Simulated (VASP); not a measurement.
Ru, 2 atoms in the cell. The structure is hexagonal, space group P6_3/mmc (No. 194). The conventional cell has a = 2.652 Å, b = 2.652 Å, c = 4.297 Å, α = 90.00°, β = 90.00°, γ = 120.00°. Ru (site symmetry -6m2) has 12 Ru at 2.64 to 2.65 Å within 3.5 Å. 

- Program: VASP 6.6.1
- Task: relaxation of cell and atoms
- Functional: LDA
- Potentials or basis: VASP PAW LDA potentials, release 64 (Ru_pv)
- Cutoff: 500 eV
- k mesh: 18 × 18 × 10
- Occupations: fermi-dirac, width 0.08 eV
- Spin: no spin polarisation
- Dipole correction: no
- Further INCAR settings: ALGO = Normal; EDIFF = 1e-07; IBRION = 2; EDIFFG = -0.005; NSW = 60; ISIF = 3

Potentials or basis: VASP PAW LDA potentials, release 64 (Ru_pv).

Run with:

```bash
$ cat potpaw_LDA.64/Ru_pv/POTCAR > POTCAR
$ mpirun -np 1 vasp_std > vasp.out
```

Hardware: 1 thread of Oxide Virtual Turin-like Processor, on a shared host.

Estimate the wall time of this run.

It took 4.1 min on 1 thread of Oxide Virtual Turin-like Processor, with other jobs on the host, peak memory 0.17 GiB. Counts: scf iterations 43, k points 222, ion steps 5.
